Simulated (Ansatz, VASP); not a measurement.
**One calculation of Al2O3, two programs**

```xyz
10
Lattice="4.4438 0.0000 0.0000 0.0000 9.9932 0.0000 0.0000 0.0000 2.9954" Properties=species:S:1:pos:R:3 pbc="T T T"
Al    1.8440    3.3057    1.4977
Al    2.5998    6.6874    1.4977
Al    4.0659    1.6908    0.0000
Al    0.3779    8.3023    0.0000
O     3.2557    2.2245    1.4977
O     0.0000    0.0000    0.0000
O     3.4100    7.2211    0.0000
O     1.0338    2.7721    0.0000
O     1.1881    7.7687    1.4977
O     2.2219    4.9966    1.4977
```

Change from the starting cell: strain -0.0400 x Voigt [1, -1, 0, 0, 0, 0], atoms carried along.

Alike in both runs: task single point; functional r2SCAN; k mesh 6 × 4 × 8; occupations gaussian, width 0.05 eV; no spin polarisation.

|  | VASP | Ansatz |
| --- | --- | --- |
| version | VASP 6.6.1 | Ansatz 0.2.0 |
| potentials or method | VASP PAW PBE potentials, release 64 (Al, O), cutoff 520 eV | scalar-relativistic, plane waves, PAW |
| valence electrons in the cell | 48 | 48 |

VASP gave:

| Property | Result |
| --- | --- |
| gap on the k mesh at the Fermi level (eV) | 3.69 |
| least direct gap on the mesh (eV) | 3.69 |
| pressure (GPa) | -2.1 |
| traceless stress, the component that is largest in VASP (GPa) | -11.05 |
| rms of the force components (eV/Å) | 0.626 |

Question: Estimate Ansatz's values.

Answer: gap on the k mesh at the Fermi level (eV): 3.69; least direct gap on the mesh (eV): 3.69; pressure (GPa): -2.0; traceless stress, the component that is largest in VASP (GPa): -11.17; rms of the force components (eV/Å): 0.634.

VASP's potentials were made for PBE, not for r2SCAN. Atom by atom the forces differ by 0.009 eV/Å (rms over components).
